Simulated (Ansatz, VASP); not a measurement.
Si4Cl in VASP and in Ansatz

INCAR

```
SYSTEM = Si4Cl
ALGO = Normal ; EDIFF = 1E-6
EDIFFG = -0.04 ; ENCUT = 600
GGA = PE ; IBRION = 2
ISIF = 3 ; ISMEAR = 0
LASPH = .TRUE. ; LCHARG = .FALSE.
LREAL = .FALSE. ; LWAVE = .FALSE.
NELM = 80 ; NSW = 90
PREC = Accurate ; SIGMA = 0.1
```

File KPOINTS:

```
k-points
0
G
  6 6 4
  0 0 0
```

Contents of POSCAR:

```
Si4Cl
1.0
    4.3188235600      0.0000000000      0.0000000000
   -2.1594117800      3.7402109200      0.0000000000
    0.0000000000      0.0000000000      6.6544041400
Si Cl
4 1
Direct
    0.3333333300      0.6666666700      0.0000000000
    0.6666666700      0.3333333300      0.0000000000
    0.0000000000      0.0000000000      0.7326636600
    0.0000000000      0.0000000000      0.2673363400
    0.0000000000      0.0000000000      0.5000000000
```

Input for Ansatz:

```yaml
crystal:
  lattice:
    - [4.31882356, 0.0, 0.0]
    - [-2.15941178, 3.74021092, 0.0]
    - [0.0, 0.0, 6.65440414]
  atoms:
    - { symbol: Si, position: [0.33333333, 0.66666667, 0.0] }
    - { symbol: Si, position: [0.66666667, 0.33333333, 0.0] }
    - { symbol: Si, position: [0.0, 0.0, 0.73266366] }
    - { symbol: Si, position: [0.0, 0.0, 0.26733634] }
    - { symbol: Cl, position: [0.0, 0.0, 0.5] }
basis:
  ecutwfc: 420
kpoints:
  mp_grid: { grid: [6, 6, 4] }
hamiltonian:
  xc: pbe
scf:
  occupations: { method: gaussian, width: 0.1 }
  lower_state_search: "off"
output:
  forces: true
  stress: true
  eigenvalues: true
relax:
  adjacent_minimum: "off"
  f_tol: 0.04
  max_steps: 70
  cell: { stress_tol: 0.4 }
```

Alike in both runs: task relaxation of cell and atoms; functional PBE; k mesh 6 × 6 × 4; occupations gaussian, width 0.1 eV; no spin polarisation.

|  | VASP | Ansatz |
| --- | --- | --- |
| version | VASP 6.6.1 | Ansatz 0.2.0 |
| potentials or method | VASP PAW PBE potentials, release 64 (Si, Cl), cutoff 600 eV | scalar-relativistic, plane waves, PAW |
| valence electrons in the cell | 23 | 23 |

|  | VASP | Ansatz | Ansatz less VASP |
| --- | --- | --- | --- |
| gap on the k mesh at the Fermi level, each at its own relaxed structure (eV) | none | none | - |
| relaxed volume (Å³/atom) | 22.39 | 22.44 | +0.047 |
| relaxed cell length with the largest relative difference (Å) | 4.189 | 4.194 | +0.0051 |

A gap of «none» marks a metal or a gap that the smearing closes.
